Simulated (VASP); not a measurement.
A run of VASP 6.6.1 is set up as follows.

Contents of INCAR:

```
AGGAC    = 1.0          
AGGAX    = 1.0          
ALDAC    = 0.0          
ALDAX    = 1.0          
ALGO     = Normal         # electronic algorithm
EDIFF    = 1E-6           # SCF threshold, eV
ENCUT    = 520            # plane-wave cutoff, eV
GGA      = B5             # functional
ISIF     = 2              # what is computed and relaxed
ISMEAR   = -1             # smearing method
LASPH    = T              # aspherical terms in the spheres
LCHARG   = F              # write CHGCAR
LREAL    = F              # projectors in reciprocal space
LWAVE    = F              # write WAVECAR
NBANDS   = 14             # bands
NELM     = 100            # most SCF steps
PREC     = Accurate       # precision mode
SIGMA    = 0.1            # smearing width, eV
```

Contents of KPOINTS:

```
k-points
0
Gamma
  14 14 14
```

Contents of POSCAR:

```
Rh
1.0
    2.6182508737      0.0000000000      0.0000000000
    0.0000000000      2.6182508737      0.0000000000
    0.0000000000      0.0000000000      2.6182508737
Rh
1
Direct
    0.0000000000      0.0000000000      0.0000000000
```

Potentials or basis: VASP PAW PBE potentials, release 64 (Rh_pv).

The run is started by

```console
$ cat potpaw_PBE.64/Rh_pv/POTCAR > POTCAR
$ mpirun -np 1 vasp_std > vasp.out
```

Question: Estimate the pressure.

Answer: -5.3 GPa.

Caveat: the PAW data sets were made with another functional, which shifts forces and pressure a little.
